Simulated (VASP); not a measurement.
# ZnS (Pmn2_1) in VASP: notebook

Runs on ZnS. Level: r2SCAN. Tasks: single point.

Program: VASP 6.6.1. These are calculated values, not measurements. Logs are shortened: lines on timing, memory, paths and dates and some standing lists are left out, and cuts for length are marked.

## (1) The cell of the first run

Symmetry: Pmn2_1, No. 31, orthorhombic system. Conventional cell: a = 3.825 Å, b = 3.825 Å, c = 5.409 Å, α = 90.00°, β = 90.00°, γ = 90.00°. Zn (site symmetry m) has 4 S at 2.25 to 2.44 Å within 3.0 Å. Within 3.0 Å of S (site symmetry m) lie 4 Zn at 2.25 to 2.44 Å.

## (2) Single point, r2SCAN (atoms displaced along a vibrational mode)

File POSCAR:

```
ZnS
1.0
    0.0000000000     -2.7046500000     -2.7046500000
    0.0000000000      2.7046500000     -2.7046500000
    5.4093000000      0.0000000000      0.0000000000
Zn S
2 2
Direct
    0.4215676578      0.5000000000      0.5000000000
    0.0784323422      0.0000000000      0.0000000000
   -0.0477323929      0.5000000000      0.2500000000
    0.5477323929      0.0000000000      0.7500000000
```

File INCAR.step1:

```
PREC = Accurate
ENCUT = 520
ISMEAR = 0
SIGMA = 0.05
LREAL = F
LASPH = T
NELM = 60
NBANDS = 26
GGA = PE
ALGO = Normal
EDIFF = 1E-4
LWAVE = T
LCHARG = F
```

File INCAR.step2:

```
PREC = Accurate
ENCUT = 520
EDIFF = 1E-6
ISMEAR = 0
SIGMA = 0.05
LREAL = F
LASPH = T
NELM = 60
ALGO = Normal
ISIF = 2
LWAVE = F
LCHARG = F
METAGGA = R2SCAN
LMIXTAU = T
NBANDS = 26
ISTART = 1
```

File KPOINTS:

```
regular mesh
0
Gamma
  6 6 4
```

Potentials or basis: VASP PAW PBE potentials, release 64 (Zn, S).

The run is started by

```bash
$ cat potpaw_PBE.64/Zn/POTCAR potpaw_PBE.64/S/POTCAR > POTCAR
$ cp INCAR.step1 INCAR
$ mpirun -np 1 vasp_std > vasp.out
$ cp INCAR.step2 INCAR
$ mpirun -np 1 vasp_std > vasp.out
```

OUTCAR:

```text
PREC = Accurate
   ENCUT = 520
   EDIFF = 1E-6
   ISMEAR = 0
   LREAL = F
   LASPH = T
   NELM = 60
   ISIF = 2
   METAGGA = R2SCAN
   ISTART = 1

 ion  position               nearest neighbor table
   1  0.422  0.500  0.500-   3 2.25   4 2.39   4 2.39   3 2.44
   2  0.078  0.000  0.000-   4 2.25   3 2.39   3 2.39   4 2.44
   3  0.952  0.500  0.250-   1 2.25   2 2.39   2 2.39   1 2.44
   4  0.548  0.000  0.750-   2 2.25   1 2.39   1 2.39   2 2.44

  LATTYP: Found a simple tetragonal cell.
 ALAT       =     3.8249527115
 C/A-ratio  =     1.4142135624

  Lattice vectors:

 A1 = (   0.0000000000,  -2.7046500000,  -2.7046500000)
 A2 = (   0.0000000000,   2.7046500000,  -2.7046500000)
 A3 = (   5.4093000000,   0.0000000000,   0.0000000000)

Analysis of symmetry for initial positions (statically):
=====================================================================
 Subroutine PRICEL returns:
 Original cell was already a primitive cell.

 Routine SETGRP: Setting up the symmetry group for a
 simple tetragonal supercell.

 Subroutine GETGRP returns: Found  4 space group operations
 (whereof  2 operations were pure point group operations)
 out of a pool of 16 trial point group operations.

The static configuration has the point symmetry C_1h.
 The point group associated with its full space group is C_2v.

Analysis of symmetry for dynamics (positions and initial velocities):
=====================================================================
 Subroutine PRICEL returns:
 Original cell was already a primitive cell.

 Routine SETGRP: Setting up the symmetry group for a
 simple tetragonal supercell.

 Subroutine GETGRP returns: Found  4 space group operations
 (whereof  2 operations were pure point group operations)
 out of a pool of 16 trial point group operations.

The dynamic configuration has the point symmetry C_1h.
 The point group associated with its full space group is C_2v.

 Subroutine INISYM returns: Found  4 space group operations
 (whereof  2 operations are pure point group operations),
 and found     1 'primitive' translations

----------------------------------------------------------------------------------------

                                     Primitive cell

  volume of cell :      79.1395

  direct lattice vectors                    reciprocal lattice vectors
     0.000000000 -2.704650000 -2.704650000     0.000000000 -0.184866803 -0.184866803
     0.000000000  2.704650000 -2.704650000     0.000000000  0.184866803 -0.184866803
     5.409300000  0.000000000  0.000000000     0.184866803  0.000000000  0.000000000

  length of vectors
     3.824952711  3.824952711  5.409300000     0.261441141  0.261441141  0.184866803

  position of ions in fractional coordinates (direct lattice)
     0.421567658  0.500000000  0.500000000
     0.078432342  0.000000000  0.000000000
     0.952267607  0.500000000  0.250000000
     0.547732393  0.000000000  0.750000000

  ion indices of the primitive-cell ions
   primitive index   ion index
                 1           1
                 2           2
                 3           3
                 4           4

----------------------------------------------------------------------------------------

 KPOINTS: regular mesh

Automatic generation of k-mesh.
 Grid dimensions read from file:
 generate k-points for:    6    6    4

 Generating k-lattice:

  Cartesian coordinates                     Fractional coordinates (reciprocal lattice)
     0.000000000 -0.030811134 -0.030811134     0.166666667  0.000000000  0.000000000
     0.000000000  0.030811134 -0.030811134     0.000000000  0.166666667  0.000000000
     0.046216701  0.000000000  0.000000000     0.000000000  0.000000000  0.250000000

  Length of vectors
     0.043573523  0.043573523  0.046216701

  Shift w.r.t. Gamma in fractional coordinates (k-lattice)
     0.000000000  0.000000000  0.000000000

 Subroutine IBZKPT returns following result:
 ===========================================

 Found     48 irreducible k-points:

 Following reciprocal coordinates:
            Coordinates               Weight
  0.000000  0.000000  0.000000      1.000000
  0.166667  0.000000  0.000000      2.000000
  0.000000  0.166667  0.000000      2.000000
  0.333333  0.000000  0.000000      2.000000
  0.000000  0.333333  0.000000      2.000000
  0.500000  0.000000  0.000000      1.000000
[... 16 lines left out ...]
  0.000000  0.500000  0.250000      2.000000
  0.166667  0.166667  0.250000      8.000000
 [... further k-points ...]
   k-points           NKPTS =     48   k-points in BZ     NKDIM =     48   number of bands    NBANDS=     26
   number of dos      NEDOS =    301   number of ions     NIONS =      4
   total plane-waves  NPLWV =  31360
   dimension x,y,z NGX =    28 NGY =   28 NGZ =   40
   dimension x,y,z NGXF=    56 NGYF=   56 NGZF=   80
   ions per type =               2   2
   NGX,Y,Z   is equivalent  to a cutoff of  12.17, 12.17, 12.29 a.u.
   NGXF,Y,Z  is equivalent  to a cutoff of  24.34, 24.34, 24.59 a.u.
 SYSTEM =  unknown system
   PREC   = accura    normal or accurate (medium, high low for compatibility)
   ISTART =      1    job   : 0-new  1-cont  2-samecut
   ICHARG =      0    charge: 1-file 2-atom 10-const
   ISPIN  =      1    spin polarized calculation?
   LNONCOLLINEAR =      F non collinear calculations
   LSORBIT =      F    spin-orbit coupling
   LASPH  =      T    aspherical Exc in radial PAW
   ENCUT  =  520.0 eV  38.22 Ry    6.18 a.u.   7.11  7.11 10.06*2*pi/ulx,y,z
   NELM   =     60;   NELMIN=  2; NELMDL=  0     # of ELM steps
   EDIFF  = 0.1E-05   stopping-criterion for ELM
   LREAL  =      F    real-space projection
   EDIFFG = 0.1E-04   stopping-criterion for IOM
   NSW    =      0    number of steps for IOM
   IBRION =     -1    ionic relax: 0-MD 1-quasi-New 2-CG
   NFREE  =      0    steps in history (QN), initial steepest desc. (CG)
   ISIF   =      2    stress and relaxation
   ISYM   =      2    0-nonsym 1-usesym 2-fastsym
   POTIM  = 0.5000    time-step for ionic-motion
   TEBEG  =    0.0;   TEEND  =   0.0 temperature during run
   PSTRESS=    0.0 pullay stress
   NELECT =      36.0000    total number of electrons
   NUPDOWN=      -1.0000    fix difference up-down
   EMIN   =  10.00;   EMAX   =-10.00  energy-range for DOS
   EFERMI =   0.00;   METHOD = LEGACY
   ISMEAR =     0;   SIGMA  =   0.05  broadening in eV -4-tet -1-fermi 0-gaus
   EFERMI_NEDOS =   21; number of points for ismear=-14 and -15
   IALGO  =     38    algorithm
   IMIX   =      4    mixing-type and parameters
     AMIX     =   0.40;   BMIX     =  1.00
     AMIX_MAG =   1.60;   BMIX_MAG =  1.00
  volume/ion in A,a.u.               =      19.78       133.51
  Fermi-wavevector in a.u.,A,eV,Ry     =   1.259055  2.379268 21.568210  1.585219
  Thomas-Fermi vector in A             =   2.392634
   LORBIT       =      0    0 simple, 1 ext, 2 COOP (PROOUT), +10 PAW based schemes
   METAGGA = R2SCAN    functional components
   LHFCALC =     F    Hartree Fock is set to
   AEXX    =    0.0000 exact exchange contribution
   IVDW    =     0    specifies the selected vdW correction
   LEPSILON=     F    determine dielectric tensor
   LRPA    =     F    only Hartree local field effects (RPA)
 non-spin polarized calculation
 Gauss-broadening in eV      SIGMA  =   0.05
  energy-cutoff  :      520.00
  volume of cell :       79.14
 maximum number of plane-waves:      2180
   NGX = 15   NGY = 15   NGZ = 21

 number of electron      36.0000006 magnetization

 Free energy of the ion-electron system (eV)
  ---------------------------------------------------
  ext. energy  EPLUGINS =         0.00000000
  ---------------------------------------------------
  free energy    TOTEN  =       -37.48458142 eV

  energy without entropy =      -37.48458142  energy(sigma->0) =      -37.48458142

 E-fermi :   2.1347     XC(G=0): -10.2915

 val. band max:        1.9164342247   @ k =   0.0000   0.0000   0.0000
 cond. band min:       4.3483618568   @ k =   0.0000   0.0000   0.0000
 fundamental gap:      2.4319276321
 Fermi energy:         2.1346761349

 k-point     1 :       0.0000    0.0000    0.0000
  band No.  band energies     occupation
      1     -11.7982      2.00000
      2     -10.4894      2.00000
      3      -4.7626      2.00000
      4      -4.6650      2.00000
      5      -4.6628      2.00000
      6      -4.5908      2.00000
[... 18 lines left out ...]
     25      12.8101      0.00000
     26      13.0981      0.00000

 k-point     2 :       0.1667    0.0000    0.0000
  band No.  band energies     occupation
      1     -11.6552      2.00000
      2     -10.4925      2.00000
      3      -4.7167      2.00000
      4      -4.6556      2.00000
      5      -4.6315      2.00000
      6      -4.5816      2.00000
[... 18 lines left out ...]
     25      12.0186      0.00000
     26      12.6137      0.00000

 k-point     3 :       0.0000    0.1667    0.0000
  band No.  band energies     occupation
      1     -11.6579      2.00000
      2     -10.4993      2.00000
      3      -4.7110      2.00000
      4      -4.6681      2.00000
      5      -4.6328      2.00000
      6      -4.5749      2.00000
[... 18 lines left out ...]
     25      12.3518      0.00000
     26      12.6115      0.00000

 k-point     4 :       0.3333    0.0000    0.0000
  band No.  band energies     occupation
      1     -11.2876      2.00000
      2     -10.5687      2.00000
      3      -4.6410      2.00000
      4      -4.6403      2.00000
      5      -4.5755      2.00000
      6      -4.5256      2.00000
[... 18 lines left out ...]
     25      10.9905      0.00000
     26      11.4070      0.00000
[... 496 lines left out ...]
      1     -10.9015      2.00000
      2     -10.7778      2.00000
      3      -4.6099      2.00000
      4      -4.5534      2.00000
      5      -4.5078      2.00000
      6      -4.4043      2.00000
[... 18 lines left out ...]
     25      10.5202      0.00000
     26      11.2133      0.00000

 k-point    23 :       0.0000    0.5000    0.2500
  band No.  band energies     occupation
      1     -10.8600      2.00000
      2     -10.8600      2.00000
      3      -4.5984      2.00000
      4      -4.5984      2.00000
      5      -4.5498      2.00000
      6      -4.5498      2.00000
[... 18 lines left out ...]
     25      11.2706      0.00000
     26      11.2706      0.00000

 k-point    24 :       0.1667    0.1667    0.2500
  band No.  band energies     occupation
      1     -11.3848      2.00000
      2     -10.6583      2.00000
      3      -4.6748      2.00000
      4      -4.6153      2.00000
      5      -4.5967      2.00000
      6      -4.5307      2.00000
[... 18 lines left out ...]
     25       9.9669      0.00000
     26      11.9649      0.00000

 [... further k-points ...]

------------------------ aborting loop because EDIFF is reached ----------------------------------------

  FORCE on cell =-STRESS in cart. coord.  units (eV):
  Direction    XX          YY          ZZ          XY          YZ          ZX
  --------------------------------------------------------------------------------------
  -------------------------------------------------------------------------------------
  Total       -0.3719158     -0.8352639     -0.8352639      0.0000000      0.4831782      0.0000000
  in kB       -7.5294278    -16.9099017    -16.9099017      0.0000000      9.7819326      0.0000000
  external PRESSURE =     -13.7830770 kB  Pullay stress =       0.0000000 kB

 VOLUME and BASIS-vectors are now :
 -----------------------------------------------------------------------------
  energy-cutoff  :      520.00
  volume of cell :       79.14
      direct lattice vectors                 reciprocal lattice vectors
     0.000000000 -2.704650000 -2.704650000     0.000000000 -0.184866803 -0.184866803
     0.000000000  2.704650000 -2.704650000     0.000000000  0.184866803 -0.184866803
     5.409300000  0.000000000  0.000000000     0.184866803  0.000000000  0.000000000

 POSITION                                       TOTAL-FORCE (eV/Angst)
 -----------------------------------------------------------------------------------
      2.70465      0.21213     -2.49252         0.343354     -0.522490     -0.522490
      0.00000     -0.21213     -0.21213         0.343354      0.522490      0.522490
      1.35232     -1.22323     -3.92788        -0.343354     -0.173343     -0.173343
      4.05697     -1.48142     -1.48142        -0.343354      0.173343      0.173343
 -----------------------------------------------------------------------------------
    total drift:                               -0.027375     -0.000000     -0.000000

  FREE ENERGIE OF THE ION-ELECTRON SYSTEM (eV)
  ---------------------------------------------------
  free  energy   TOTEN  =       -37.4845814210 eV

  energy  without entropy=      -37.4845814210  energy(sigma->0) =      -37.48458142
```

Wall time 1.8 min (1 thread of Intel Xeon 6975P-C (Granite Rapids), shared host); peak memory 0.23 GiB.

Results:

| Item | Value |
| --- | --- |
| Free energy | -37.4846 eV |
| Pressure | -1.4 GPa |
| Largest force | 0.815 eV/Å |
| Band gap on the k mesh | 2.43 eV |

Forces on the atoms (eV/Å):
```
Zn   0.343 -0.522 -0.522
Zn   0.343  0.522  0.522
S   -0.343 -0.173 -0.173
S   -0.343  0.173  0.173
```

Stress tensor (GPa, compression positive):
```
-0.75  0.00  0.00
 0.00 -1.69  0.98
 0.00  0.98 -1.69
```

Caveat: the cell differs from its parent crystal (atoms displaced along a vibrational mode); the PAW data sets were made with another functional, which shifts forces and pressure a little.

[end of part 1 of 2]
